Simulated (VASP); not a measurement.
# Re (P6_3/mmc) in VASP: settings compared

The runs below take Re through relaxation of cell and atoms, with revPBE+D4, BLYP+D3(BJ), BLYP+D4.

All numbers are computed with VASP 6.6.1; they aren't measurements. Logs are shortened: lines on timing, memory, paths and dates and some standing lists are left out, and cuts for length are marked.

## 1. The cell of the first run

Symmetry: P6_3/mmc, No. 194, hexagonal system. The conventional cell has a = 2.766 Å, b = 2.766 Å, c = 8.939 Å, α = 90.00°, β = 90.00°, γ = 120.00°. Within 3.6 Å of Re (site symmetry -6m2) lie 12 Re at 2.75 to 2.77 Å. Within 3.6 Å of Re (site symmetry -3m) lie 12 Re at 2.75 to 2.77 Å.

## 2. Relaxation of cell and atoms, revPBE+D4

File INCAR:

```
ALGO     = Normal         # electronic algorithm
EDIFF    = 1E-7           # SCF threshold, eV
EDIFFG   = -0.01          # ionic threshold
ENCUT    = 600            # plane-wave cutoff, eV
GGA      = RE             # functional
IBRION   = 2              # ionic algorithm
ISIF     = 3              # what is computed and relaxed
ISMEAR   = -1             # smearing method
IVDW     = 13             # dispersion correction
LASPH    = True           # aspherical terms in the spheres
LCHARG   = False          # write CHGCAR
LREAL    = False          # projectors in reciprocal space
LWAVE    = False          # write WAVECAR
NELM     = 100            # most SCF steps
NSW      = 60             # ionic steps
PREC     = Accurate       # precision mode
SIGMA    = 0.05           # smearing width, eV
```

File KPOINTS:

```
k-points
0
Gamma
  11 11 3
```

File POSCAR:

```
Re
1.0
    2.7663873939      0.0000000000      0.0000000000
   -1.3831936969      2.3957617598      0.0000000000
    0.0000000000      0.0000000000      8.9388451600
Re
4
Direct
    0.6666666667      0.3333333333      0.7500000000
    0.0000000000      0.0000000000      0.5000000000
    0.3333333333      0.6666666667      0.2500000000
    0.0000000000      0.0000000000      0.0000000000
```

Potentials or basis: VASP PAW PBE potentials, release 64 (Re).

Command:

```bash
cat potpaw_PBE.64/Re/POTCAR > POTCAR
mpirun -np 1 vasp_std > vasp.out
```

OUTCAR:

```text
EDIFF = 1E-7
   EDIFFG = -0.01
   ENCUT = 600
   GGA = RE
   IBRION = 2
   ISIF = 3
   ISMEAR = -1
   IVDW = 13
   LASPH = True
   LREAL = False
   NELM = 100
   NSW = 60
   PREC = Accurate

 ion  position               nearest neighbor table
   1  0.667  0.333  0.750-   2 2.75   4 2.75   2 2.75   4 2.75   2 2.75   4 2.75
   2  0.000  0.000  0.500-   1 2.75   3 2.75   3 2.75   1 2.75   1 2.75   3 2.75
   3  0.333  0.667  0.250-   2 2.75   4 2.75   2 2.75   4 2.75   2 2.75   4 2.75
   4  0.000  0.000  0.000-   1 2.75   3 2.75   3 2.75   1 2.75   1 2.75   3 2.75

  LATTYP: Found a hexagonal cell.
 ALAT       =     2.7663873939
 C/A-ratio  =     3.2312340563

  Lattice vectors:

 A1 = (   2.7663873939,   0.0000000000,   0.0000000000)
 A2 = (  -1.3831936969,   2.3957617598,   0.0000000000)
 A3 = (   0.0000000000,   0.0000000000,   8.9388451600)

Analysis of symmetry for initial positions (statically):
=====================================================================
 Subroutine PRICEL returns:
 Original cell was already a primitive cell.

 Routine SETGRP: Setting up the symmetry group for a
 hexagonal supercell.

 Subroutine GETGRP returns: Found 24 space group operations
 (whereof 12 operations were pure point group operations)
 out of a pool of 24 trial point group operations.

The static configuration has the point symmetry D_3d.
 The point group associated with its full space group is D_6h.

Analysis of symmetry for dynamics (positions and initial velocities):
=====================================================================
 Subroutine PRICEL returns:
 Original cell was already a primitive cell.

 Routine SETGRP: Setting up the symmetry group for a
 hexagonal supercell.

 Subroutine GETGRP returns: Found 24 space group operations
 (whereof 12 operations were pure point group operations)
 out of a pool of 24 trial point group operations.

The dynamic configuration has the point symmetry D_3d.
 The point group associated with its full space group is D_6h.

 Subroutine INISYM returns: Found 24 space group operations
 (whereof 12 operations are pure point group operations),
 and found     1 'primitive' translations

----------------------------------------------------------------------------------------

                                     Primitive cell

  volume of cell :      59.2431

  direct lattice vectors                    reciprocal lattice vectors
     2.766387394  0.000000000  0.000000000     0.361482272  0.208701887  0.000000000
    -1.383193697  2.395761760  0.000000000     0.000000000  0.417403774  0.000000000
     0.000000000  0.000000000  8.938845160     0.000000000  0.000000000  0.111871274

  length of vectors
     2.766387394  2.766387394  8.938845160     0.417403774  0.417403774  0.111871274

  position of ions in fractional coordinates (direct lattice)
     0.666666667  0.333333333  0.750000000
[... 72 lines left out ...]
 SYSTEM =  unknown system
   PREC   = accura    normal or accurate (medium, high low for compatibility)
   ISTART =      0    job   : 0-new  1-cont  2-samecut
   ICHARG =      2    charge: 1-file 2-atom 10-const
   ISPIN  =      1    spin polarized calculation?
   LNONCOLLINEAR =      F non collinear calculations
   LSORBIT =      F    spin-orbit coupling
   LASPH  =      T    aspherical Exc in radial PAW
   ENCUT  =  600.0 eV  44.10 Ry    6.64 a.u.   5.53  5.53 17.85*2*pi/ulx,y,z
   NELM   =    100;   NELMIN=  2; NELMDL= -5     # of ELM steps
   EDIFF  = 0.1E-06   stopping-criterion for ELM
   LREAL  =      F    real-space projection
   EDIFFG = -.1E-01   stopping-criterion for IOM
   NSW    =     60    number of steps for IOM
   IBRION =      2    ionic relax: 0-MD 1-quasi-New 2-CG
   NFREE  =      1    steps in history (QN), initial steepest desc. (CG)
   ISIF   =      3    stress and relaxation
   ISYM   =      2    0-nonsym 1-usesym 2-fastsym
   POTIM  = 0.5000    time-step for ionic-motion
   TEBEG  =    0.0;   TEEND  =   0.0 temperature during run
   PSTRESS=    0.0 pullay stress
   NELECT =      28.0000    total number of electrons
   NUPDOWN=      -1.0000    fix difference up-down
   EMIN   =  10.00;   EMAX   =-10.00  energy-range for DOS
   EFERMI =   0.00;   METHOD = LEGACY
   ISMEAR =    -1;   SIGMA  =   0.05  broadening in eV -4-tet -1-fermi 0-gaus
   EFERMI_NEDOS =   21; number of points for ismear=-14 and -15
   IALGO  =     38    algorithm
   IMIX   =      4    mixing-type and parameters
     AMIX     =   0.40;   BMIX     =  1.00
     AMIX_MAG =   1.60;   BMIX_MAG =  1.00
  volume/ion in A,a.u.               =      14.81        99.95
  Fermi-wavevector in a.u.,A,eV,Ry     =   1.275209  2.409796 22.125236  1.626159
  Thomas-Fermi vector in A             =   2.407934
   LORBIT       =      0    0 simple, 1 ext, 2 COOP (PROOUT), +10 PAW based schemes
   GGA     = RE    functional components
   LHFCALC =     F    Hartree Fock is set to
   AEXX    =    0.0000 exact exchange contribution
   IVDW    =    13    specifies the selected vdW correction
   LEPSILON=     F    determine dielectric tensor
   LRPA    =     F    only Hartree local field effects (RPA)
 conjugate gradient relaxation of ions
 non-spin polarized calculation
  energy-cutoff  :      600.00
  volume of cell :       59.24
 maximum number of plane-waves:      2016
 NGX is ok and might be reduce to    24
   NGX = 11   NGY = 11   NGZ = 35

--------------------------------------- Ionic step        1  -------------------------------------------

 number of electron      28.0000000 magnetization

 Free energy of the ion-electron system (eV)
  ---------------------------------------------------
  ext. energy  EPLUGINS =         0.00000000
  ---------------------------------------------------
  free energy    TOTEN  =       -47.76130591 eV

  energy without entropy =      -47.73695290  energy(sigma->0) =      -47.74912940

------------------------ aborting loop because EDIFF is reached ----------------------------------------

  DFT-D4 for vdW energy calculation

  Edisp (eV):   -4.05977
[... 243 lines left out ...]
--------------------------------------- Ionic step        7  -------------------------------------------

 number of electron      28.0000000 magnetization

 Free energy of the ion-electron system (eV)
  ---------------------------------------------------
  ext. energy  EPLUGINS =         0.00000000
  ---------------------------------------------------
  free energy    TOTEN  =       -47.72291696 eV

  energy without entropy =      -47.69879470  energy(sigma->0) =      -47.71085583

 E-fermi :   8.1083     XC(G=0): -13.7457

 val. band max:        8.1067115801   @ k =   0.3636   0.2727   0.3333
 cond. band min:       8.1626872641   @ k =   0.2727   0.0000   0.0000
 fundamental gap:      0.0559756840
 Fermi energy:         8.1082662766

 k-point     1 :       0.0000    0.0000    0.0000
  band No.  band energies     occupation
      1      -1.8866      2.00000
      2       0.4333      2.00000
      3       0.5113      2.00000
      4       1.3697      2.00000
      5       5.5387      2.00000
      6       5.6332      2.00000
[... 481 lines left out ...]
      5       4.0604      2.00000
      6       4.3475      2.00000
[... 10 lines left out ...]
     17       8.8578      0.00000
     18       9.1927      0.00000

 [... further k-points ...]

------------------------ aborting loop because EDIFF is reached ----------------------------------------

  DFT-D4 for vdW energy calculation

  Edisp (eV):   -4.11010
[... 27 lines left out ...]
  FREE ENERGIE OF THE ION-ELECTRON SYSTEM (eV)
  ---------------------------------------------------
  free  energy   TOTEN  =       -51.8330165398 eV

  energy  without entropy=      -51.8088942727  energy(sigma->0) =      -51.82095541

 reached required accuracy - stopping structural energy minimisation
```

OSZICAR:

```text
N       E                     dE             d eps       ncg     rms          rms(c)
DAV:   1     0.214630092507E+03    0.21463E+03   -0.13183E+04  2084   0.208E+03
DAV:   2    -0.142757702105E+02   -0.22891E+03   -0.21467E+03  2162   0.848E+02
DAV:   3    -0.435888080001E+02   -0.29313E+02   -0.26653E+02  2046   0.444E+02
[... 66 lines left out ...]
DAV:   2    -0.477229304732E+02    0.29626E-04   -0.12549E-04  2142   0.201E-01    0.722E-02
DAV:   3    -0.477229166950E+02    0.13778E-04   -0.37019E-05  2128   0.154E-01    0.134E-02
DAV:   4    -0.477229169896E+02   -0.29460E-06   -0.63617E-06  2148   0.548E-02    0.817E-03
DAV:   5    -0.477229167652E+02    0.22438E-06   -0.11163E-06  1294   0.303E-02    0.308E-03
DAV:   6    -0.477229169511E+02   -0.18590E-06   -0.11180E-06  1412   0.154E-02    0.376E-03
DAV:   7    -0.477229169641E+02   -0.13012E-07   -0.15612E-07   770   0.173E-02
   7 F= -.51833017E+02 E0= -.51820955E+02  d E =-.157139E-04
```

Wall time 1.9 min (1 thread of Intel Xeon 6975P-C (Granite Rapids), shared host); peak memory 0.22 GiB.

Results:

```yaml
Free_energy: -51.8330 eV
Relaxed_volume: 14.62 Å³/atom
Relaxed_cell: a = 2.754 Å, b = 2.754 Å, c = 8.905 Å, α = 90.00°, β = 90.00°, γ = 120.00°
Space_group_after_relaxing_to_0.05_Å: P6_3/mmc (No. 194)
Energy_gained_by_relaxing: 3.0 meV/atom
Ionic_steps: 7
Pressure_after_relaxing: 0.0 GPa
Dispersion_energy_per_atom: -1.028 eV
```

Stress tensor (GPa, compression positive):
```
-0.06  0.00  0.00
 0.00 -0.06  0.00
 0.00  0.00  0.04
```

The path:
```csv
step,energy change (eV),largest force (eV/Å),pressure (GPa),volume (Å³)
1,0.0000,0.0000,-4.91,59.24
2,0.2030,0.0000,23.71,55.43
3,-0.0119,0.0000,-0.10,58.50
4,-0.0119,0.0000,-0.01,58.49
5,-0.0119,0.0000,0.10,58.47
6,-0.0119,0.0000,-0.31,58.53
7,-0.0119,0.0000,-0.03,58.49
```

Final structure:
```xyz
4
Lattice="2.7539 0.0000 0.0000 -1.3770 2.3850 0.0000 0.0000 0.0000 8.9050" Properties=species:S:1:pos:R:3 pbc="T T T"
Re    1.3770    0.7950    6.6788
Re    0.0000    0.0000    4.4525
Re    0.0000    1.5900    2.2263
Re    0.0000    0.0000    0.0000
```

Caveat: the bands computed are all filled at some k points, so no gap is given; the PAW data sets were made with another functional, which shifts forces and pressure a little; spin-orbit coupling is left out, which moves the levels of the heavy elements.

## 3. Relaxation of cell and atoms, BLYP+D3(BJ)

File INCAR:

```
PREC     = Accurate       # precision mode
ENCUT    = 600            # plane-wave cutoff, eV
EDIFF    = 1E-7           # SCF threshold, eV
ISMEAR   = -1             # smearing method
SIGMA    = 0.05           # smearing width, eV
LREAL    = F              # projectors in reciprocal space
LASPH    = T              # aspherical terms in the spheres
NELM     = 80             # most SCF steps
ALGO     = Normal         # electronic algorithm
ISIF     = 3              # what is computed and relaxed
LWAVE    = F              # write WAVECAR
LCHARG   = F              # write CHGCAR
GGA      = B5             # functional
ALDAX    = 1.0          
AGGAX    = 1.0          
AGGAC    = 1.0          
ALDAC    = 0.0          
IVDW     = 12             # dispersion correction
VDW_S6   = 1.0          
VDW_S8   = 2.6996       
VDW_A1   = 0.4298       
VDW_A2   = 4.2359       
IBRION   = 2              # ionic algorithm
NSW      = 60             # ionic steps
EDIFFG   = -0.01          # ionic threshold
```

File KPOINTS:

```
regular mesh
0
Gamma
  11 11 3
```

POSCAR is that of step 2.

Potentials or basis: VASP PAW PBE potentials, release 64 (Re).

Command:

```bash
cat potpaw_PBE.64/Re/POTCAR > POTCAR
mpirun -np 1 vasp_std > vasp.out
```

Wall time 2.7 min (1 thread of Intel Xeon 6975P-C (Granite Rapids), shared host); peak memory 0.22 GiB.

Results (log left out):

| Quantity | Value |
| --- | --- |
| Free energy | -49.2235 eV |
| Relaxed volume | 14.87 Å³/atom |
| Relaxed cell | a = 2.771 Å, b = 2.771 Å, c = 8.945 Å, α = 90.00°, β = 90.00°, γ = 120.00° |
| Space group after relaxing (to 0.05 Å) | P6_3/mmc (No. 194) |
| Energy gained by relaxing | 0.3 meV/atom |
| Ionic steps | 5 |
| Pressure after relaxing | 0.0 GPa |
| Dispersion energy per atom | -1.576 eV |

Step by step:
| step | energy change (eV) | largest force (eV/Å) | pressure (GPa) | volume (Å³) |
| --- | --- | --- | --- | --- |
| 1 | 0.0000 | 0.0000 | 1.52 | 59.24 |
| 2 | 0.0168 | 0.0000 | -5.79 | 60.45 |
| 3 | -0.0012 | 0.0000 | -0.02 | 59.49 |
| 4 | -0.0012 | 0.0000 | 0.02 | 59.48 |
| 5 | -0.0012 | 0.0000 | 0.00 | 59.48 |

Final structure:
```
CELL_PARAMETERS angstrom
2.77112 0.00000 0.00000
-1.38556 2.39986 0.00000
0.00000 0.00000 8.94452
ATOMIC_POSITIONS crystal
Re 0.66667 0.33333 0.75000
Re 0.00000 0.00000 0.50000
Re 0.33333 0.66667 0.25000
Re 0.00000 0.00000 0.00000
```

Levels at points of the mesh, in eV from the Fermi level:
| k point | band 11 | band 12 | band 13 | band 14 | band 15 | band 16 | band 17 | band 18 |
| --- | --- | --- | --- | --- | --- | --- | --- | --- |
| (0.00, 0.00, 0.00) | -1.66 | -1.25 | -1.25 | -1.16 | -1.16 | 0.56 | 0.56 | 0.81 |

Caveat: the bands computed are all filled at some k points, so no gap is given; the PAW data sets were made with another functional, which shifts forces and pressure a little; spin-orbit coupling is left out, which moves the levels of the heavy elements.

## 4. Relaxation of cell and atoms, BLYP+D4

File INCAR:

```
PREC     = Accurate       # precision mode
ENCUT    = 600            # plane-wave cutoff, eV
EDIFF    = 1E-6           # SCF threshold, eV
ISMEAR   = -1             # smearing method
SIGMA    = 0.05           # smearing width, eV
LREAL    = False          # projectors in reciprocal space
LASPH    = True           # aspherical terms in the spheres
NELM     = 60             # most SCF steps
ALGO     = Normal         # electronic algorithm
ISIF     = 3              # what is computed and relaxed
LWAVE    = False          # write WAVECAR
LCHARG   = False          # write CHGCAR
GGA      = B5             # functional
ALDAX    = 1.0          
AGGAX    = 1.0          
AGGAC    = 1.0          
ALDAC    = 0.0          
IVDW     = 13             # dispersion correction
VDW_S6   = 1.0          
VDW_S8   = 2.34076671   
VDW_A1   = 0.44488865   
VDW_A2   = 4.0933009    
IBRION   = 2              # ionic algorithm
NSW      = 60             # ionic steps
EDIFFG   = -0.01          # ionic threshold
```

File KPOINTS:

```
Automatic mesh
0
Gamma
  11 11 3
```

POSCAR is that of step 3.

Command:

```bash
cat potpaw_PBE.64/Re/POTCAR > POTCAR
mpirun -np 1 vasp_std > vasp.out
```

It took 3.8 min on 1 thread of Intel Xeon 6975P-C (Granite Rapids), shared host; peak memory 0.21 GiB.

Results (log left out):

* Free energy: -48.2258 eV
* Relaxed volume: 15.01 Å³/atom
* Relaxed cell: a = 2.780 Å, b = 2.780 Å, c = 8.974 Å, α = 90.00°, β = 90.00°, γ = 120.00°
* Space group after relaxing (to 0.05 Å): P6_3/mmc (No. 194)
* Energy gained by relaxing: 3.3 meV/atom
* Ionic steps: 10
* Pressure after relaxing: 0.1 GPa
* Dispersion energy per atom: -1.313 eV

The path:
```csv
step,energy change (eV),largest force (eV/Å),pressure (GPa),volume (Å³)
1,0.0000,0.0000,5.19,59.24
2,0.1821,0.0000,-17.55,63.45
3,-0.0132,0.0000,-0.11,60.09
4,-0.0132,0.0000,-0.08,60.07
5,-0.0131,0.0000,0.24,60.03
6,-0.0131,0.0000,0.12,60.05
7,-0.0132,0.0000,0.08,60.05
8,-0.0132,0.0000,0.08,60.05
9,-0.0132,0.0000,0.08,60.05
10,-0.0132,0.0000,0.08,60.05
```

Final structure:
```
Re
1.0
     2.77975    0.00000    0.00000
    -1.38987    2.40733    0.00000
     0.00000    0.00000    8.97444
Re
4
Direct
  0.66667 0.33333 0.75000
  0.00000 0.00000 0.50000
  0.33333 0.66667 0.25000
  0.00000 0.00000 0.00000
```

Levels at points of the mesh, in eV from the Fermi level:
```tsv
k point	band 11	band 12	band 13	band 14	band 15	band 16	band 17	band 18
(0.00, 0.00, 0.00)	-1.64	-1.23	-1.23	-1.14	-1.14	0.56	0.56	0.79
```

Caveat: the bands computed are all filled at some k points, so no gap is given; the PAW data sets were made with another functional, which shifts forces and pressure a little; spin-orbit coupling is left out, which moves the levels of the heavy elements.

## 5. Summary

| level | pressure (GPa) | relaxed volume (Å³/atom) |
| --- | --- | --- |
| revPBE+D4 | 0.0 | 14.62 |
| BLYP+D3(BJ) | 0.0 | 14.87 |
| BLYP+D4 | 0.1 | 15.01 |

Alike in all rows: task relaxation of cell and atoms; potentials or basis VASP PAW PBE potentials, release 64 (Re); no spin polarisation; cell relaxed; k mesh 11 × 11 × 3; cutoff (eV) 600; smearing fermi-dirac 0.05 eV.

Caveats: the bands computed are all filled at some k points, so no gap is given; the PAW data sets were made with another functional, which shifts forces and pressure a little; spin-orbit coupling is left out, which moves the levels of the heavy elements.

Total energies depend on the potentials used, so only differences within one code and one set of settings carry meaning.
